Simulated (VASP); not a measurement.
Rb: single point with PBE

The system is Rb.

```
CELL_PARAMETERS angstrom
-2.66570 2.66570 2.73585
2.66570 -2.66570 2.73585
2.66570 2.66570 -2.73585
ATOMIC_POSITIONS crystal
Rb 0.00000 0.00000 0.00000
```

This cell differs from its parent crystal: strain -0.050 along x and y, -0.025 along z.

| Item | Value |
| --- | --- |
| Program | VASP 6.6.1 |
| Task | single point |
| Functional | PBE |
| Potentials or basis | VASP PAW PBE potentials, release 64 (Rb_sv) |
| Cutoff | 520 eV |
| k mesh | 12 × 12 × 12 |
| Occupations | gaussian, width 0.15 eV |
| Spin | no spin polarisation |
| Dipole correction | no |
| Further INCAR settings | ALGO = Fast; EDIFF = 1e-07; NBANDS = 10 |

- Pressure: 0.6 GPa
- Band gap on the k mesh: zero (an odd number of electrons rules out a gap without spin polarisation)

Levels at points of the mesh, in eV from the Fermi level:
```
           k point  band 2  band 3  band 4  band 5  band 6  band 7
(0.00, 0.00, 0.00)  -12.86  -12.86  -12.86   -2.19    3.77    3.77
(0.50, 0.00, 0.00)  -13.02  -12.91  -12.86    0.18    0.89    2.65
(0.50, 0.50, 0.00)  -13.02  -12.91  -12.86    0.22    0.96    2.50
(0.50, 0.50, 0.50)  -12.98  -12.97  -12.97    1.09    1.17    3.51
```

It took 2.1 min on 1 thread of Intel(R) Xeon(R) 6975P-C (Granite Rapids), with other jobs on the host, peak memory 0.27 GiB.

Caveat: the cell differs from its parent crystal (strain -0.050 along x and y, -0.025 along z).
